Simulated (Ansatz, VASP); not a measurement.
## One calculation of NaI, two programs

Contents of INCAR:

```
ALGO     = Normal         # electronic algorithm
EDIFF    = 1E-6           # SCF threshold, eV
ENCUT    = 520            # plane-wave cutoff, eV
GGA      = PE             # functional
ISIF     = 2              # what is computed and relaxed
ISMEAR   = 0              # smearing method
LASPH    = T              # aspherical terms in the spheres
LCHARG   = F              # write CHGCAR
LREAL    = F              # projectors in reciprocal space
LWAVE    = F              # write WAVECAR
NBANDS   = 14             # bands
NELM     = 60             # most SCF steps
PREC     = Accurate       # precision mode
SIGMA    = 0.05           # smearing width, eV
```

Contents of KPOINTS:

```
k-points
0
Gamma
  6 6 6
```

File POSCAR:

```
NaI
1.0
    0.0000000000      3.2364000000      3.1393080000
    3.2364000000      0.0000000000      3.1393080000
    3.2364000000      3.2364000000      0.0000000000
Na I
1 1
Direct
    0.0000000000      0.0000000000      0.0000000000
    0.5000000000      0.5000000000      0.5000000000
```

Input for Ansatz:

```yaml
crystal:
  lattice:
    - [0.0, 3.2364, 3.139308]
    - [3.2364, 0.0, 3.139308]
    - [3.2364, 3.2364, 0.0]
  atoms:
    - { symbol: Na, position: [0.0, 0.0, 0.0] }
    - { symbol: I, position: [0.5, 0.5, 0.5] }
basis:
  ecutwfc: 420
kpoints:
  mp_grid: { grid: [6, 6, 6] }
hamiltonian:
  xc: pbe
scf:
  occupations: { method: gaussian, width: 0.05 }
output:
  forces: true
  stress: true
  eigenvalues: true
```

Change from the starting cell: strain +0.000 along x and y, -0.030 along z, atoms carried along.

Alike in both runs: task single point; functional PBE; k mesh 6 × 6 × 6; occupations gaussian, width 0.05 eV; no spin polarisation.

```csv
,VASP,Ansatz
version,VASP 6.6.1,Ansatz 0.2.0
potentials or method,"VASP PAW PBE potentials, release 64 (Na_pv, I), cutoff 520 eV","scalar-relativistic, plane waves, PAW"
valence electrons in the cell,14,26
```

Ansatz gave:

- gap on the k mesh at the Fermi level (eV): 3.72
- least direct gap on the mesh (eV): 3.72
- pressure (GPa): 1.0
- traceless stress, the component that is largest in VASP (GPa): 0.64

Question: What did VASP give for the same quantities?

Answer: gap on the k mesh at the Fermi level (eV): 3.71; least direct gap on the mesh (eV): 3.71; pressure (GPa): 1.0; traceless stress, the component that is largest in VASP (GPa): 0.65.

VASP's potentials hold 14 valence electrons a cell and Ansatz's 26, so a difference there can come from the potentials and not from the codes.

Neither program's run includes spin-orbit coupling.
